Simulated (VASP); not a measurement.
Here is a VASP 6.6.1 calculation.

File INCAR:

```
ALGO     = Normal         # electronic algorithm
EDIFF    = 1E-7           # SCF threshold, eV
ENCUT    = 520            # plane-wave cutoff, eV
GGA      = CA             # functional
ISIF     = 2              # what is computed and relaxed
ISMEAR   = -1             # smearing method
LASPH    = True           # aspherical terms in the spheres
LCHARG   = False          # write CHGCAR
LREAL    = False          # projectors in reciprocal space
LWAVE    = False          # write WAVECAR
NBANDS   = 16             # bands
NELM     = 80             # most SCF steps
PREC     = Accurate       # precision mode
SIGMA    = 0.05           # smearing width, eV
```

The input KPOINTS:

```
k-points
0
Gamma
  8 8 8
```

Contents of POSCAR:

```
InAs
1.0
    0.0000000000      3.0771914981      3.0771914981
    3.0771914981      0.0000000000      3.0771914981
    3.0771914981      3.0771914981      0.0000000000
In As
1 1
Direct
    0.0000000000      0.0000000000      0.0000000000
    0.7500000000      0.7500000000      0.7500000000
```

Potentials or basis: VASP PAW LDA potentials, release 64 (In_d, As).

Run with:

```sh
$ cat potpaw_LDA.64/In_d/POTCAR potpaw_LDA.64/As/POTCAR > POTCAR
$ mpirun -np 1 vasp_std > vasp.out
```

What does it give for the pressure?

-3.2 GPa.

Estimate the band gap on the k mesh.

zero (filled and empty bands touch).

Caveat: spin-orbit coupling is left out, which moves the levels of the heavy elements.
